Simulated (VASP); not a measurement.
# Bi (R-3m) in VASP: relaxation of cell and atoms with r2SCAN

Aim: the relaxation of cell and atoms of Bi with r2SCAN.

Program: VASP 6.6.1. These are calculated values, not measurements. Logs are shortened: lines on timing, memory, paths and dates and some standing lists are left out, and cuts for length are marked.

**1. The cell of the first run**

The structure is trigonal, space group R-3m (No. 166). Conventional cell: a = 4.535 Å, b = 4.535 Å, c = 11.814 Å, α = 90.00°, β = 90.00°, γ = 120.00°. Within 4.0 Å of Bi (site symmetry 3m) lie 6 Bi at 3.06 to 3.52 Å.

**2. Relaxation of cell and atoms, r2SCAN**

Contents of INCAR:

```
SYSTEM = Bi
ALGO = Normal
EDIFF = 1E-7
EDIFFG = -0.005
ENCUT = 600
IBRION = 2
ISIF = 3
ISMEAR = 0
LASPH = .TRUE.
LCHARG = .FALSE.
LMIXTAU = .TRUE.
LREAL = .FALSE.
LWAVE = .FALSE.
METAGGA = R2SCAN
NELM = 80
NSW = 90
PREC = Accurate
SIGMA = 0.1
```

Contents of KPOINTS:

```
k-points
0
G
  12 12 12
  0 0 0
```

Contents of POSCAR:

```
Bi
1.0
    2.2675000000      1.3091417400      3.9380000000
   -2.2675000000      1.3091417400      3.9380000000
    0.0000000000     -2.6182834700      3.9380000000
Bi
2
Direct
    0.2340000000      0.2340000000      0.2340000000
    0.7660000000      0.7660000000      0.7660000000
```

Potentials or basis: VASP PAW PBE potentials, release 64 (Bi_d).

Started as:

```bash
cat potpaw_PBE.64/Bi_d/POTCAR > POTCAR
mpirun -np 1 vasp_std > vasp.out
```

OUTCAR:

```text
SYSTEM = Bi
   EDIFF = 1E-7
   EDIFFG = -0.005
   ENCUT = 600
   IBRION = 2
   ISIF = 3
   ISMEAR = 0
   LASPH = .TRUE.
   LREAL = .FALSE.
   METAGGA = R2SCAN
   NELM = 80
   NSW = 90
   PREC = Accurate

 ion  position               nearest neighbor table
   1  0.234  0.234  0.234-   2 3.06   2 3.06   2 3.06   2 3.52   2 3.52   2 3.52
   2  0.766  0.766  0.766-   1 3.06   1 3.06   1 3.06   1 3.52   1 3.52   1 3.52

  LATTYP: Found a trigonal (rhomboedric) cell.
 ALAT       =     4.7289800534
 COS(alpha) =     0.5401781297

  Lattice vectors:

 A1 = (   2.2675000000,   1.3091417400,   3.9380000000)
 A2 = (  -2.2675000000,   1.3091417400,   3.9380000000)
 A3 = (   0.0000000000,  -2.6182834700,   3.9380000000)

Analysis of symmetry for initial positions (statically):
=====================================================================
 Subroutine PRICEL returns:
 Original cell was already a primitive cell.

 Routine SETGRP: Setting up the symmetry group for a
 trigonal (rhombohedral) supercell.

 Subroutine GETGRP returns: Found 12 space group operations
 (whereof 12 operations were pure point group operations)
 out of a pool of 12 trial point group operations.

The static configuration has the point symmetry D_3d.

Analysis of symmetry for dynamics (positions and initial velocities):
=====================================================================
 Subroutine PRICEL returns:
 Original cell was already a primitive cell.

 Routine SETGRP: Setting up the symmetry group for a
 trigonal (rhombohedral) supercell.

 Subroutine GETGRP returns: Found 12 space group operations
 (whereof 12 operations were pure point group operations)
 out of a pool of 12 trial point group operations.

The dynamic configuration has the point symmetry D_3d.

 Subroutine INISYM returns: Found 12 space group operations
 (whereof 12 operations are pure point group operations),
 and found     1 'primitive' translations

----------------------------------------------------------------------------------------

                                     Primitive cell

  volume of cell :      70.1392

  direct lattice vectors                    reciprocal lattice vectors
     2.267500000  1.309141740  3.938000000     0.220507166  0.127309872  0.084645336
    -2.267500000  1.309141740  3.938000000    -0.220507166  0.127309872  0.084645336
     0.000000000 -2.618283470  3.938000000     0.000000000 -0.254619744  0.084645336

  length of vectors
     4.728980053  4.728980053  4.728980052     0.268320791  0.268320791  0.268320791

  position of ions in fractional coordinates (direct lattice)
     0.234000000  0.234000000  0.234000000
     0.766000000  0.766000000  0.766000000

  ion indices of the primitive-cell ions
   primitive index   ion index
                 1           1
                 2           2

----------------------------------------------------------------------------------------

 KPOINTS: k-points

Automatic generation of k-mesh.
 Grid dimensions read from file:
 generate k-points for:   12   12   12

 Generating k-lattice:

  Cartesian coordinates                     Fractional coordinates (reciprocal lattice)
     0.018375597  0.010609156  0.007053778     0.083333333  0.000000000  0.000000000
    -0.018375597  0.010609156  0.007053778     0.000000000  0.083333333  0.000000000
     0.000000000 -0.021218312  0.007053778     0.000000000  0.000000000  0.083333333

  Length of vectors
     0.022360066  0.022360066  0.022360066

  Shift w.r.t. Gamma in fractional coordinates (k-lattice)
     0.000000000  0.000000000  0.000000000

 Subroutine IBZKPT returns following result:
 ===========================================

 Found    189 irreducible k-points:

 Following reciprocal coordinates:
            Coordinates               Weight
  0.000000  0.000000  0.000000      1.000000
  0.083333  0.000000 -0.000000      6.000000
  0.166667  0.000000  0.000000      6.000000
  0.250000  0.000000  0.000000      6.000000
  0.333333  0.000000  0.000000      6.000000
  0.416667  0.000000 -0.000000      6.000000
[... 16 lines left out ...]
  0.500000  0.166667  0.000000     12.000000
 -0.416667  0.166667  0.000000     12.000000
 [... further k-points ...]
   k-points           NKPTS =    189   k-points in BZ     NKDIM =    189   number of bands    NBANDS=     19
   number of dos      NEDOS =    301   number of ions     NIONS =      2
   total plane-waves  NPLWV =  64000
   dimension x,y,z NGX =    40 NGY =   40 NGZ =   40
   dimension x,y,z NGXF=    80 NGYF=   80 NGZF=   80
   ions per type =               2
   NGX,Y,Z   is equivalent  to a cutoff of  14.06, 14.06, 14.06 a.u.
   NGXF,Y,Z  is equivalent  to a cutoff of  28.12, 28.12, 28.12 a.u.
 SYSTEM =  Bi
   PREC   = accura    normal or accurate (medium, high low for compatibility)
   ISTART =      0    job   : 0-new  1-cont  2-samecut
   ICHARG =      2    charge: 1-file 2-atom 10-const
   ISPIN  =      1    spin polarized calculation?
   LNONCOLLINEAR =      F non collinear calculations
   LSORBIT =      F    spin-orbit coupling
   LASPH  =      T    aspherical Exc in radial PAW
   ENCUT  =  600.0 eV  44.10 Ry    6.64 a.u.   9.44  9.44  9.44*2*pi/ulx,y,z
   NELM   =     80;   NELMIN=  2; NELMDL= -5     # of ELM steps
   EDIFF  = 0.1E-06   stopping-criterion for ELM
   LREAL  =      F    real-space projection
   EDIFFG = -.5E-02   stopping-criterion for IOM
   NSW    =     90    number of steps for IOM
   IBRION =      2    ionic relax: 0-MD 1-quasi-New 2-CG
   NFREE  =      1    steps in history (QN), initial steepest desc. (CG)
   ISIF   =      3    stress and relaxation
   ISYM   =      2    0-nonsym 1-usesym 2-fastsym
   POTIM  = 0.5000    time-step for ionic-motion
   TEBEG  =    0.0;   TEEND  =   0.0 temperature during run
   PSTRESS=    0.0 pullay stress
   NELECT =      30.0000    total number of electrons
   NUPDOWN=      -1.0000    fix difference up-down
   EMIN   =  10.00;   EMAX   =-10.00  energy-range for DOS
   EFERMI =   0.00;   METHOD = LEGACY
   ISMEAR =     0;   SIGMA  =   0.10  broadening in eV -4-tet -1-fermi 0-gaus
   EFERMI_NEDOS =   21; number of points for ismear=-14 and -15
   IALGO  =     38    algorithm
   IMIX   =      4    mixing-type and parameters
     AMIX     =   0.40;   BMIX     =  1.00
     AMIX_MAG =   1.60;   BMIX_MAG =  1.00
  volume/ion in A,a.u.               =      35.07       236.66
  Fermi-wavevector in a.u.,A,eV,Ry     =   1.233469  2.330919 20.700530  1.521446
  Thomas-Fermi vector in A             =   2.368198
   LORBIT       =      0    0 simple, 1 ext, 2 COOP (PROOUT), +10 PAW based schemes
   METAGGA = R2SCAN    functional components
   LHFCALC =     F    Hartree Fock is set to
   AEXX    =    0.0000 exact exchange contribution
   IVDW    =     0    specifies the selected vdW correction
   LEPSILON=     F    determine dielectric tensor
   LRPA    =     F    only Hartree local field effects (RPA)
 conjugate gradient relaxation of ions
 non-spin polarized calculation
 Gauss-broadening in eV      SIGMA  =   0.10
  energy-cutoff  :      600.00
  volume of cell :       70.14
 maximum number of plane-waves:      2367
 NGX is ok and might be reduce to    40
   NGX = 19   NGY = 19   NGZ = 19

--------------------------------------- Ionic step        1  -------------------------------------------

 number of electron      30.0000001 magnetization

 Free energy of the ion-electron system (eV)
  ---------------------------------------------------
  ext. energy  EPLUGINS =         0.00000000
  ---------------------------------------------------
  free energy    TOTEN  =      -116.98889585 eV

  energy without entropy =     -116.98795626  energy(sigma->0) =     -116.98842605

------------------------ aborting loop because EDIFF is reached ----------------------------------------

  FORCE on cell =-STRESS in cart. coord.  units (eV):
  Direction    XX          YY          ZZ          XY          YZ          ZX
  --------------------------------------------------------------------------------------
  -------------------------------------------------------------------------------------
  Total        0.4990703      0.4990703      0.7371226      0.0000000      0.0000000      0.0000000
  in kB       11.4001712     11.4001712     16.8379568      0.0000000      0.0000000      0.0000000
  external PRESSURE =      13.2127664 kB  Pullay stress =       0.0000000 kB
[... 89 lines left out ...]
  FREE ENERGIE OF THE ION-ELECTRON SYSTEM (eV)
  ---------------------------------------------------
  free  energy   TOTEN  =      -116.9968494500 eV

  energy  without entropy=     -116.9958746525  energy(sigma->0) =     -116.99636205

 E-fermi :   5.9126     XC(G=0): -10.0271

 val. band max:        5.9002874679   @ k =  -0.4167   0.5000   0.4167
 cond. band min:       6.0523603426   @ k =   0.4167   0.0000  -0.0000
 fundamental gap:      0.1520728747
 Fermi energy:         5.9126488157

 k-point     1 :       0.0000    0.0000    0.0000
  band No.  band energies     occupation
      1     -17.7006      2.00000
      2     -17.7006      2.00000
      3     -17.5453      2.00000
      4     -17.5453      2.00000
      5     -17.5250      2.00000
      6     -17.3527      2.00000
[... 505 lines left out ...]
      6     -17.4405      2.00000
[... 11 lines left out ...]
     18       9.2300      0.00000
     19      12.9784      0.00000

 [... further k-points ...]

[... ionic steps 4 to 7 ...]

--------------------------------------- Ionic step        8  -------------------------------------------

 number of electron      30.0000000 magnetization

------------------------ aborting loop because EDIFF is reached ----------------------------------------
[... 67 lines left out ...]
--------------------------------------- Ionic step       10  -------------------------------------------

 number of electron      29.9999999 magnetization

 Free energy of the ion-electron system (eV)
  ---------------------------------------------------
  ext. energy  EPLUGINS =         0.00000000
  ---------------------------------------------------
  free energy    TOTEN  =      -117.00327634 eV

  energy without entropy =     -117.00229386  energy(sigma->0) =     -117.00278510

 E-fermi :   5.8427     XC(G=0):  -9.9682

 val. band max:        5.8410847237   @ k =  -0.4167   0.5000   0.4167
 cond. band min:       5.9385604032   @ k =   0.4167   0.0000  -0.0000
 fundamental gap:      0.0974756795
 Fermi energy:         5.8427114294

 k-point     1 :       0.0000    0.0000    0.0000
  band No.  band energies     occupation
      1     -17.7929      2.00000
      2     -17.7929      2.00000
      3     -17.6385      2.00000
      4     -17.6385      2.00000
      5     -17.6167      2.00000
      6     -17.4460      2.00000
[... 505 lines left out ...]
      6     -17.5328      2.00000
[... 11 lines left out ...]
     18       9.1112      0.00000
     19      12.8091      0.00000

 [... further k-points ...]

------------------------ aborting loop because EDIFF is reached ----------------------------------------

  FORCE on cell =-STRESS in cart. coord.  units (eV):
  Direction    XX          YY          ZZ          XY          YZ          ZX
  --------------------------------------------------------------------------------------
  -------------------------------------------------------------------------------------
  Total        0.0037842      0.0037842     -0.0030911      0.0000000     -0.0000000      0.0000000
  in kB        0.0826204      0.0826204     -0.0674880      0.0000000     -0.0000000      0.0000000
  external PRESSURE =       0.0325843 kB  Pullay stress =       0.0000000 kB
[... 17 lines left out ...]
  FREE ENERGIE OF THE ION-ELECTRON SYSTEM (eV)
  ---------------------------------------------------
  free  energy   TOTEN  =      -117.0032763438 eV

  energy  without entropy=     -117.0022938620  energy(sigma->0) =     -117.00278510

 reached required accuracy - stopping structural energy minimisation
```

Run time: 3.2 h. Hardware: 1 thread of Intel Xeon Platinum 8259CL at 2.50GHz (Skylake/Cascade Lake), shared host; peak memory 0.47 GiB.

What came out:

- Free energy: -117.0033 eV
- Relaxed volume: 36.69 Å³/atom
- Relaxed cell: a = 4.885 Å, b = 4.885 Å, c = 4.885 Å, α = 55.28°, β = 55.28°, γ = 55.28°
- Space group after relaxing (to 0.1 Å): R-3m (No. 166)
- Energy gained by relaxing: 7.2 meV/atom
- Ionic steps: 10
- Pressure after relaxing: 0.0 GPa
- Band gap on the k mesh: zero (bands 15 and 16 overlap by 0.10 eV)

Step by step:
```csv
step,energy change (eV),largest force (eV/Å),pressure (GPa),volume (Å³)
1,0.0000,0.0514,1.32,70.14
2,-0.0055,0.1721,-0.72,73.12
3,-0.0080,0.0936,-0.03,72.03
4,-0.0098,0.0826,-0.02,72.19
5,-0.0133,0.0457,0.05,72.67
6,-0.0126,0.0490,0.29,73.57
7,-0.0142,0.0040,0.14,73.07
8,-0.0140,0.0368,-0.27,73.87
9,-0.0143,0.0158,-0.01,73.36
10,-0.0144,0.0009,0.00,73.38
```

Final structure:
```cif
data_structure
_symmetry_space_group_name_H-M 'P 1'
_symmetry_Int_Tables_number 1
_cell_length_a 4.8847
_cell_length_b 4.8847
_cell_length_c 4.8847
_cell_angle_alpha 55.284
_cell_angle_beta 55.284
_cell_angle_gamma 55.284
_cell_volume 73.38
loop_
_atom_site_label
_atom_site_type_symbol
_atom_site_fract_x
_atom_site_fract_y
_atom_site_fract_z
_atom_site_occupancy
Bi1 Bi 0.23169 0.23169 0.23169 1
Bi2 Bi 0.76831 0.76831 0.76831 1
```

Caveat: the PAW data sets were made with another functional, which shifts forces and pressure a little; spin-orbit coupling is left out, which moves the levels of the heavy elements.
